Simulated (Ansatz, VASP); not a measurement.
**Two plane-wave programs on ZnO**

```
Zn O
1.0
     3.24940    0.00000    0.00000
    -1.62470    2.81406    0.00000
     0.00000    0.00000    5.04769
Zn O
2 2
Direct
  0.33333 0.66667 0.00000
  0.66667 0.33333 0.50000
  0.33333 0.66667 0.38210
  0.66667 0.33333 0.88210
```

Change from the starting cell: zz strain of -3 %, PAW files.

Alike in both runs: task electric field gradients; functional LDA; k mesh 11 × 11 × 6; occupations fermi-dirac, width 0.02 eV; no spin polarisation.

|  | VASP | Ansatz |
| --- | --- | --- |
| version | VASP 6.6.1 | Ansatz 0.2.0 |
| potentials or method | VASP PAW LDA potentials, release 64 (Zn, O) | PAW with Ansatz's default frozen-core files, scalar-relativistic |
| plane-wave cutoff (eV) | 520 | 420 |
| valence electrons in the cell | 36 | 36 |

VASP gave:

```
gap on the k mesh at the Fermi level (eV)                     : 0.83
pressure (GPa)                                                : -1.5
traceless stress, the component that is largest in VASP (GPa) : 5.43
rms of the force components (eV/Å)                            : 0.157
size of Vzz on the site where it differs most (V/Å²)          : 7.5
```

Q: What did Ansatz give for the same quantities?

A: gap on the k mesh at the Fermi level (eV): 0.82; pressure (GPa): -2.7; traceless stress, the component that is largest in VASP (GPa): 5.23; rms of the force components (eV/Å): 0.145; size of Vzz on the site where it differs most (V/Å²): 6.5.

LDA's correlation is that of Perdew and Zunger in VASP and of Perdew and Wang (1992) in Ansatz. Atom by atom the forces differ by 0.013 eV/Å (rms over components).
